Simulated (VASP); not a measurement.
A run of VASP 6.6.1 is set up as follows.

The input POSCAR:

```
Li4O
1.0
    3.0926129057      0.0000000000      0.0000000000
   -1.5463064529      2.6782813404      0.0000000000
    0.0000000000      0.0000000000     26.5962151022
Li O
4 1
Direct
    0.6666666667      0.3333333333      0.3195943471
    0.3333333333      0.6666666667      0.4147985591
    0.6666666667      0.3333333333      0.5101873432
    0.3333333333      0.6666666667      0.6143645497
    0.3333333333      0.6666666667      0.6783504931
```

The input INCAR.step1:

```
ALGO = Normal
DIPOL = 0.5 0.5 0.507
EDIFF = 1E-5
ENCUT = 1100
GGA = PE
GGA_COMPAT = F
IDIPOL = 3
ISMEAR = 0
LASPH = T
LCHARG = F
LDIPOL = T
LREAL = F
LWAVE = T
NBANDS = 17
NELM = 120
NELMDL = -8
PREC = Accurate
SIGMA = 0.1
```

INCAR.step2

```
ALGO = Normal
DIPOL = 0.5 0.5 0.507
EDIFF = 1E-6
ENCUT = 1100
GGA_COMPAT = F
IDIPOL = 3
ISIF = 2
ISMEAR = 0
ISTART = 1
LASPH = T
LCHARG = T
LDIPOL = T
LELF = T
LMIXTAU = T
LREAL = F
LVACPOTAV = T
LVHAR = T
LWAVE = F
METAGGA = R2SCAN
NBANDS = 17
NELM = 120
PREC = Accurate
SIGMA = 0.1
```

Contents of KPOINTS:

```
k-points
0
Gamma
  9 9 1
```

Potentials or basis: VASP PAW PBE potentials, release 64 (Li_sv, O_h).

Command:

```sh
$ cat potpaw_PBE.64/Li_sv/POTCAR potpaw_PBE.64/O_h/POTCAR > POTCAR
$ cp INCAR.step1 INCAR
$ mpirun -np 1 vasp_std > vasp.out
$ cp INCAR.step2 INCAR
$ mpirun -np 1 vasp_std > vasp.out
```

(1) Estimate the band gap on the k mesh.

(2) Estimate the largest force.

## Answers

(1) zero (bands 9 and 10 overlap by 1.92 eV).

(2) 0.134 eV/Å.

Caveat: the PAW data sets were made with another functional, which shifts forces and pressure a little.
